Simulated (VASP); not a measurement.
# ZnCu in VASP: settings compared

The runs below take ZnCu through single point, with PBE, r2SCAN.

All numbers are computed with VASP 6.6.1; they aren't measurements. Logs are shortened: lines on timing, memory, paths and dates and some standing lists are left out, and cuts for length are marked.

### 1 The cell of the first run

It takes space group P4/mmm (No. 123, tetragonal). Conventional cell: a = 3.004 Å, b = 3.004 Å, c = 2.945 Å, α = 90.00°, β = 90.00°, γ = 90.00°. Within 3.4 Å of Zn (site symmetry 4/mmm) lie 8 Cu at 2.58 Å and 6 Zn at 2.94 to 3.00 Å. Cu (site symmetry 4/mmm) has 8 Zn at 2.58 Å and 6 Cu at 2.94 to 3.00 Å within 3.4 Å.

### 2 Single point, PBE

File INCAR:

```
ALGO = Normal
EDIFF = 1E-6
ENCUT = 520
GGA = PE
ISIF = 2
ISMEAR = -1
LASPH = T
LCHARG = F
LREAL = F
LWAVE = F
NBANDS = 18
NELM = 60
PREC = Accurate
SIGMA = 0.05
```

File KPOINTS:

```
k-points
0
Gamma
  7 7 8
```

File POSCAR:

```
ZnCu
1.0
    3.0039000000      0.0000000000      0.0000000000
    0.0000000000      3.0039000000      0.0000000000
    0.0000000000      0.0000000000      2.9450000000
Zn Cu
1 1
Direct
    0.5000000000      0.5000000000      0.5000000000
    0.0000000000      0.0000000000      0.0000000000
```

Potentials or basis: VASP PAW PBE potentials, release 64 (Zn, Cu).

On the command line:

```console
$ cat potpaw_PBE.64/Zn/POTCAR potpaw_PBE.64/Cu/POTCAR > POTCAR
$ mpirun -np 1 vasp_std > vasp.out
```

OUTCAR:

```text
EDIFF = 1E-6
   ENCUT = 520
   GGA = PE
   ISIF = 2
   ISMEAR = -1
   LASPH = T
   LREAL = F
   NELM = 60
   PREC = Accurate

 ion  position               nearest neighbor table
   1  0.500  0.500  0.500-   2 2.58   2 2.58   2 2.58   2 2.58   2 2.58   2 2.58   2 2.58   2 2.58

   2  0.000  0.000  0.000-   1 2.58   1 2.58   1 2.58   1 2.58   1 2.58   1 2.58   1 2.58   1 2.58

  LATTYP: Found a simple tetragonal cell.
 ALAT       =     3.0039000000
 C/A-ratio  =     0.9803921569

  Lattice vectors:

 A1 = (   3.0039000000,   0.0000000000,   0.0000000000)
 A2 = (   0.0000000000,   3.0039000000,   0.0000000000)
 A3 = (   0.0000000000,   0.0000000000,   2.9450000000)

Analysis of symmetry for initial positions (statically):
=====================================================================
 Subroutine PRICEL returns:
 Original cell was already a primitive cell.

 Routine SETGRP: Setting up the symmetry group for a
 simple tetragonal supercell.

 Subroutine GETGRP returns: Found 16 space group operations
 (whereof 16 operations were pure point group operations)
 out of a pool of 16 trial point group operations.

The static configuration has the point symmetry D_4h.

Analysis of symmetry for dynamics (positions and initial velocities):
=====================================================================
 Subroutine PRICEL returns:
 Original cell was already a primitive cell.

 Routine SETGRP: Setting up the symmetry group for a
 simple tetragonal supercell.

 Subroutine GETGRP returns: Found 16 space group operations
 (whereof 16 operations were pure point group operations)
 out of a pool of 16 trial point group operations.

The dynamic configuration has the point symmetry D_4h.

 Subroutine INISYM returns: Found 16 space group operations
 (whereof 16 operations are pure point group operations),
 and found     1 'primitive' translations

----------------------------------------------------------------------------------------

                                     Primitive cell

  volume of cell :      26.5740

  direct lattice vectors                    reciprocal lattice vectors
     3.003900000  0.000000000  0.000000000     0.332900563  0.000000000  0.000000000
     0.000000000  3.003900000  0.000000000     0.000000000  0.332900563  0.000000000
     0.000000000  0.000000000  2.945000000     0.000000000  0.000000000  0.339558574

[... 74 lines left out ...]
   PREC   = accura    normal or accurate (medium, high low for compatibility)
   ISTART =      0    job   : 0-new  1-cont  2-samecut
   ICHARG =      2    charge: 1-file 2-atom 10-const
   ISPIN  =      1    spin polarized calculation?
   LNONCOLLINEAR =      F non collinear calculations
   LSORBIT =      F    spin-orbit coupling
   LASPH  =      T    aspherical Exc in radial PAW
   ENCUT  =  520.0 eV  38.22 Ry    6.18 a.u.   5.59  5.59  5.48*2*pi/ulx,y,z
   NELM   =     60;   NELMIN=  2; NELMDL= -5     # of ELM steps
   EDIFF  = 0.1E-05   stopping-criterion for ELM
   LREAL  =      F    real-space projection
   EDIFFG = 0.1E-04   stopping-criterion for IOM
   NSW    =      0    number of steps for IOM
   IBRION =     -1    ionic relax: 0-MD 1-quasi-New 2-CG
   NFREE  =      0    steps in history (QN), initial steepest desc. (CG)
   ISIF   =      2    stress and relaxation
   ISYM   =      2    0-nonsym 1-usesym 2-fastsym
   POTIM  = 0.5000    time-step for ionic-motion
   TEBEG  =    0.0;   TEEND  =   0.0 temperature during run
   PSTRESS=    0.0 pullay stress
   NELECT =      23.0000    total number of electrons
   NUPDOWN=      -1.0000    fix difference up-down
   EMIN   =  10.00;   EMAX   =-10.00  energy-range for DOS
   EFERMI =   0.00;   METHOD = LEGACY
   ISMEAR =    -1;   SIGMA  =   0.05  broadening in eV -4-tet -1-fermi 0-gaus
   EFERMI_NEDOS =   21; number of points for ismear=-14 and -15
   IALGO  =     38    algorithm
   IMIX   =      4    mixing-type and parameters
     AMIX     =   0.40;   BMIX     =  1.00
     AMIX_MAG =   1.60;   BMIX_MAG =  1.00
  volume/ion in A,a.u.               =      13.29        89.66
  Fermi-wavevector in a.u.,A,eV,Ry     =   1.560146  2.948249 33.117355  2.434057
  Thomas-Fermi vector in A             =   2.663401
   LORBIT       =      0    0 simple, 1 ext, 2 COOP (PROOUT), +10 PAW based schemes
   GGA     = PE    functional components
   LHFCALC =     F    Hartree Fock is set to
   AEXX    =    0.0000 exact exchange contribution
   IVDW    =     0    specifies the selected vdW correction
   LEPSILON=     F    determine dielectric tensor
   LRPA    =     F    only Hartree local field effects (RPA)
 non-spin polarized calculation
  energy-cutoff  :      520.00
  volume of cell :       26.57
 maximum number of plane-waves:       739
 NGX is ok and might be reduce to    24
   NGX = 11   NGY = 11   NGZ = 11

 number of electron      23.0000025 magnetization

 Free energy of the ion-electron system (eV)
  ---------------------------------------------------
  ext. energy  EPLUGINS =         0.00000000
  ---------------------------------------------------
  free energy    TOTEN  =        -5.02503581 eV

  energy without entropy =       -5.02232799  energy(sigma->0) =       -5.02368190

 E-fermi :   5.2957     XC(G=0): -12.1817

 val. band max:        5.2185336619   @ k =   0.2857   0.1429   0.3750
 cond. band min:       5.4859962681   @ k =   0.2857   0.0000   0.1250
 fundamental gap:      0.2674626062
 Fermi energy:         5.2957309189

 k-point     1 :       0.0000    0.0000    0.0000
  band No.  band energies     occupation
      1      -4.8652      2.00000
      2      -2.5583      2.00000
      3      -2.5527      2.00000
      4      -1.9406      2.00000
      5      -1.9130      2.00000
      6      -1.9130      2.00000
[... 481 lines left out ...]
      5      -2.0146      2.00000
      6      -0.4314      2.00000
[... 10 lines left out ...]
     17      19.0360      0.00000
     18      20.3420      0.00000

 [... further k-points ...]
[... 5 lines left out ...]
  --------------------------------------------------------------------------------------
  -------------------------------------------------------------------------------------
  Total       -0.5632069     -0.5632069      0.2052661      0.0000000      0.0000000      0.0000000
  in kB      -33.9564548    -33.9564548     12.3757512      0.0000000      0.0000000      0.0000000
  external PRESSURE =     -18.5123861 kB  Pullay stress =       0.0000000 kB

 VOLUME and BASIS-vectors are now :
 -----------------------------------------------------------------------------
  energy-cutoff  :      520.00
  volume of cell :       26.57
      direct lattice vectors                 reciprocal lattice vectors
     3.003900000  0.000000000  0.000000000     0.332900563  0.000000000  0.000000000
     0.000000000  3.003900000  0.000000000     0.000000000  0.332900563  0.000000000
     0.000000000  0.000000000  2.945000000     0.000000000  0.000000000  0.339558574

 POSITION                                       TOTAL-FORCE (eV/Angst)
 -----------------------------------------------------------------------------------
      1.50195      1.50195      1.47250         0.000000      0.000000      0.000000
      0.00000      0.00000      0.00000         0.000000      0.000000      0.000000
 -----------------------------------------------------------------------------------
    total drift:                                0.000000      0.000000     -0.000000

  FREE ENERGIE OF THE ION-ELECTRON SYSTEM (eV)
  ---------------------------------------------------
  free  energy   TOTEN  =        -5.0250358150 eV

  energy  without entropy=       -5.0223279853  energy(sigma->0) =       -5.02368190
```

OSZICAR:

```text
N       E                     dE             d eps       ncg     rms          rms(c)
DAV:   1     0.113246061870E+03    0.11325E+03   -0.11326E+04  1976   0.208E+03
DAV:   2    -0.141885496679E+01   -0.11466E+03   -0.10984E+03  1804   0.299E+02
DAV:   3    -0.601930437254E+01   -0.46004E+01   -0.45759E+01  2000   0.739E+01
DAV:   4    -0.605874855932E+01   -0.39444E-01   -0.39433E-01  2112   0.636E+00
DAV:   5    -0.605925150857E+01   -0.50295E-03   -0.50294E-03  2054   0.753E-01    0.916E+00
DAV:   6    -0.596679945319E+01    0.92452E-01   -0.14408E+01  1936   0.885E+01    0.607E+00
DAV:   7    -0.503419347683E+01    0.93261E+00   -0.31226E+00  1958   0.818E+01    0.209E+00
DAV:   8    -0.503316953913E+01    0.10239E-02   -0.13301E-01  2458   0.491E+00    0.115E+00
DAV:   9    -0.502504637874E+01    0.81232E-02   -0.11916E-02  2024   0.236E+00    0.543E-02
DAV:  10    -0.502504817940E+01   -0.18007E-05   -0.72682E-04  2762   0.558E-01    0.501E-02
DAV:  11    -0.502503790263E+01    0.10277E-04   -0.11376E-04  2046   0.299E-01    0.100E-02
DAV:  12    -0.502503602813E+01    0.18745E-05   -0.10238E-05  2202   0.693E-02    0.861E-04
DAV:  13    -0.502503581496E+01    0.21316E-06   -0.31164E-07   992   0.613E-03
   1 F= -.50250358E+01 E0= -.50236819E+01  d E =-.270783E-02
```

Run time: 25 s. Hardware: 1 thread of Intel Xeon 8259CL, shared host; peak memory 0.15 GiB.

What came out:

| Quantity | Value |
| --- | --- |
| Free energy | -5.0250 eV |
| Pressure | -1.9 GPa |

### 3 Single point, PBE

This run uses another cell than the first one, of 13.81 Å³/atom, 1.040 times its volume.

File INCAR:

```
SYSTEM = ZnCu
ALGO = Normal ; EDIFF = 1E-6
ENCUT = 520 ; GGA = PE
ISIF = 2 ; ISMEAR = -1
LASPH = .TRUE. ; LCHARG = .FALSE.
LREAL = .FALSE. ; LWAVE = .FALSE.
NBANDS = 18 ; NELM = 100
PREC = Accurate ; SIGMA = 0.05
```

File KPOINTS:

```
k-points
0
G
  7 7 8
  0 0 0
```

File POSCAR:

```
ZnCu
1.0
    3.0628000000      0.0000000000      0.0000000000
    0.0000000000      3.0628000000      0.0000000000
    0.0000000000      0.0000000000      2.9450000000
Zn Cu
1 1
Direct
    0.5000000000      0.5000000000      0.5000000000
    0.0000000000      0.0000000000      0.0000000000
```

Potentials or basis: VASP PAW PBE potentials, release 64 (Zn, Cu).

On the command line:

```console
$ cat potpaw_PBE.64/Zn/POTCAR potpaw_PBE.64/Cu/POTCAR > POTCAR
$ mpirun -np 1 vasp_std > vasp.out
```

Run time: 24 s. Hardware: 1 thread of Intel Xeon 8259CL, shared host; peak memory 0.15 GiB.

Results (log left out):

* Free energy: -4.9911 eV
* Pressure: -5.4 GPa

Stress tensor (GPa, compression positive):
```
-6.74  0.00  0.00
 0.00 -6.74  0.00
 0.00  0.00 -2.87
```

Levels at points of the mesh, in eV from the Fermi level:
```tsv
k point	band 9	band 10	band 11	band 12	band 13	band 14	band 15	band 16
(0.00, 0.00, 0.00)	-2.80	-2.74	-2.74	5.37	5.37	6.69	10.23	10.27
(0.00, 0.00, 0.50)	-3.27	-3.27	-2.85	-1.94	10.75	10.75	11.36	11.36
```

(Part 1 of 2 ends here.)
